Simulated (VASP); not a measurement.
Write the native input for VASP 6.6.1 that does the following.

* Task: single point
* Functional: PBE
* Potentials or basis: VASP PAW PBE potentials, release 64 (Cd, Te)
* Cutoff: 500 eV
* k mesh: 4 × 4 × 4
* Occupations: methfessel-paxton, width 0.05 eV
* Spin: no spin polarisation
* Dipole correction: no
* Further INCAR settings: ALGO = Normal; EDIFF = 1e-06; NBANDS = 16

The structure of CdTe lies in POSCAR:

```
CdTe
1.0
    0.0000000000      3.2799551172      3.2799551172
    3.2799551172      0.0000000000      3.2799551172
    3.2799551172      3.2799551172      0.0000000000
Cd Te
1 1
Direct
    0.0000000000      0.0000000000      0.0000000000
    0.2500000000      0.2500000000      0.2500000000
```

These files were run (other wordings do the same):

INCAR

```
SYSTEM = CdTe
PREC = Accurate ; ENCUT = 500
EDIFF = 1E-6 ; ISMEAR = 1
SIGMA = 0.05 ; LREAL = .FALSE.
LASPH = .TRUE. ; NELM = 120
ALGO = Normal ; ISIF = 2
LWAVE = .FALSE. ; LCHARG = .FALSE.
GGA = PE ; NBANDS = 16
GGA_COMPAT = .FALSE.
```

KPOINTS

```
Automatic mesh
0
G
  4 4 4
  0 0 0
```

Potentials or basis: VASP PAW PBE potentials, release 64 (Cd, Te).

Launch:

```console
$ cat potpaw_PBE.64/Cd/POTCAR potpaw_PBE.64/Te/POTCAR > POTCAR
$ mpirun -np 1 vasp_std > vasp.out
```

It gave:

```
Pressure               : 1.3 GPa
Band gap on the k mesh : 0.65 eV, direct
```

Caveat: spin-orbit coupling is left out, which moves the levels of the heavy elements.

Run time: 38 s on 1 thread of AMD EPYC 7R13 (shared host), peak memory 0.17 GiB.
